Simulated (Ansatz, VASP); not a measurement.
**GeW in VASP and in Ansatz**

File INCAR:

```
SYSTEM = GeW
PREC = Accurate ; ENCUT = 520
EDIFF = 1E-6 ; ISMEAR = -1
SIGMA = 0.05 ; LREAL = .False.
LASPH = .True. ; NELM = 80
ALGO = Normal ; ISIF = 2
LWAVE = .False. ; LCHARG = .False.
GGA = PE ; NBANDS = 21
```

KPOINTS

```
regular mesh
0
Gamma
  9 9 9
  0 0 0
```

File POSCAR:

```
GeW
1.0
    0.0000000000      2.5776100000      2.5776100000
    2.5776100000      0.0000000000      2.5776100000
    2.5776100000      2.5776100000      0.0000000000
Ge W
1 1
Direct
    0.5060030000      0.4819250000      0.5102550000
    0.0156990000     -0.0012210000     -0.0085860000
```

File input.yaml:

```yaml
crystal:
  lattice:
    - [0.0, 2.57761, 2.57761]
    - [2.57761, 0.0, 2.57761]
    - [2.57761, 2.57761, 0.0]
  atoms:
    - { symbol: Ge, position: [0.506003, 0.481925, 0.510255] }
    - { symbol: W, position: [0.015699, -0.001221, -0.008586] }
hamiltonian:
  xc: pbe
  pseudopotentials: { kind: paw }
kpoints:
  mp_grid: { grid: [9, 9, 9] }
scf:
  occupations: { method: fermi_dirac, width: 0.05 }
output:
  forces: true
  stress: true
  eigenvalues: true
  write_density: true
  write_potential: true
  elf: true
  volumetric_format: npy
```

Change from the starting cell: atoms moved at random, drawn with an rms of 0.05 Å.

Alike in both runs: task single point; functional PBE; k mesh 9 × 9 × 9; occupations fermi-dirac, width 0.05 eV; no spin polarisation.

```csv
,VASP,Ansatz
version,VASP 6.6.1,Ansatz 0.2.0
potentials or method,"VASP PAW PBE potentials, release 64 (Ge_d, W_sv)",Ansatz PAW
plane-wave cutoff (eV),520,420
valence electrons in the cell,28,28
```

VASP gave:

* gap on the k mesh at the Fermi level (eV): none
* pressure (GPa): 0.9
* traceless stress, the component that is largest in VASP (GPa): 0.92
* rms of the force components (eV/Å): 0.387

Q: Estimate Ansatz's values.

A: gap on the k mesh at the Fermi level (eV): none; pressure (GPa): 0.6; traceless stress, the component that is largest in VASP (GPa): 0.92; rms of the force components (eV/Å): 0.386.

Atom by atom the forces differ by 0.001 eV/Å (rms over components). A gap of «none» marks a metal or a gap that the smearing closes.

Spin-orbit coupling is off throughout.
